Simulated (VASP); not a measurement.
Write the native input for VASP 6.6.1 that does the following.

* Task: single point
* Functional: PBE
* Potentials or basis: VASP PAW PBE potentials, release 64 (Li_sv, Sr_sv, Mo_sv)
* Cutoff: 520 eV
* k mesh: 6 × 6 × 4
* Occupations: gaussian, width 0.1 eV
* Spin: collinear spin
* Starting moments: [0.0, 0.0, 0.0, 0.0, 0.0, 1.0] μB
* Dipole correction: no
* Further INCAR settings: ALGO = Normal; EDIFF = 1e-06; NBANDS = 34

The structure of Sr2Li3Mo lies in POSCAR:

```
Sr2Li3Mo
1.0
    5.3230022661      0.0000000000      0.0000000000
   -2.6615011330      4.6098551868      0.0000000000
    0.0000000000      0.0000000000      6.5754044251
Li Sr Mo
3 2 1
Direct
    0.6666666667      0.3333333333      0.3119521183
    0.3333333333      0.6666666667      0.6880478817
    0.0000000000      0.0000000000      0.5000000000
    0.6666666667      0.3333333333      0.8245783484
    0.3333333333      0.6666666667      0.1754216516
    0.0000000000      0.0000000000      0.0000000000
```

The cell was built from a structure type or drawn by symmetry, and may not be a known phase.

These files were run (other wordings do the same):

INCAR

```
  PREC = Accurate
  ENCUT = 520
  EDIFF = 1E-6
  ISMEAR = 0
  SIGMA = 0.1
  LREAL = F
  LASPH = T
  NELM = 150
  ALGO = Normal
  ISIF = 2
  LWAVE = F
  LCHARG = F
  ISPIN = 2
  MAGMOM = 0 0 0 0 0 1
  LORBIT = 11
  LMAXMIX = 4
  GGA = PE
  NBANDS = 34
```

KPOINTS

```
regular mesh
0
Gamma
  6 6 4
```

Potentials or basis: VASP PAW PBE potentials, release 64 (Li_sv, Sr_sv, Mo_sv).

Run with:

```console
$ cat potpaw_PBE.64/Li_sv/POTCAR potpaw_PBE.64/Sr_sv/POTCAR potpaw_PBE.64/Mo_sv/POTCAR > POTCAR
$ mpirun -np 1 vasp_std > vasp.out
```

It gave:

```json
{
  "Largest force": "0.260 eV/Å",
  "Net moment": "2.64 μB per cell",
  "Site moments": "Li -0.02, -0.00 (each value once); Sr +0.00; Mo +2.47 μB",
  "Valence electrons inside the program's atomic spheres": "Li 2.08, 2.07 (each value once); Sr 8.04; Mo 12.23"
}
```

Run time: 3.6 min on 1 thread of Intel(R) Xeon(R) 6975P-C (Granite Rapids) (shared host), peak memory 0.44 GiB.
